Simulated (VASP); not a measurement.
A run of VASP 6.6.1 is set up as follows.

Contents of INCAR:

```
ALGO = Normal
DIPOL = 0.5 0.5 0.500
EDIFF = 1E-6
ENCUT = 520
GGA = PE
IDIPOL = 3
ISIF = 2
ISMEAR = 0
LASPH = T
LCHARG = F
LDIPOL = T
LREAL = F
LWAVE = F
NBANDS = 23
NELM = 100
PREC = Accurate
SIGMA = 0.1
```

KPOINTS

```
k-points
0
Gamma
  6 6 1
```

File POSCAR:

```
Y2Pt
1.0
    5.6332370000      0.0000000000      0.0000000000
   -2.8166190000      4.8785270000      0.0000000000
    0.0000000000      0.0000000000     14.0000000000
Y Pt
2 1
Direct
    0.3333333300      0.6666666700      0.5000000000
    0.6666666700      0.3333333300      0.5000000000
    0.0000000000      0.0000000000      0.5000000000
```

Potentials or basis: VASP PAW PBE potentials, release 64 (Y_sv, Pt).

Launch:

```bash
$ cat potpaw_PBE.64/Y_sv/POTCAR potpaw_PBE.64/Pt/POTCAR > POTCAR
$ mpirun -np 1 vasp_std > vasp.out
```

Question: Predict the band gap on the k mesh.

Answer: Zero (band 16 reaches -1.65 eV, above the bottom of band 17 at -2.09 eV).

Caveat: spin-orbit coupling is left out, which moves the levels of the heavy elements.
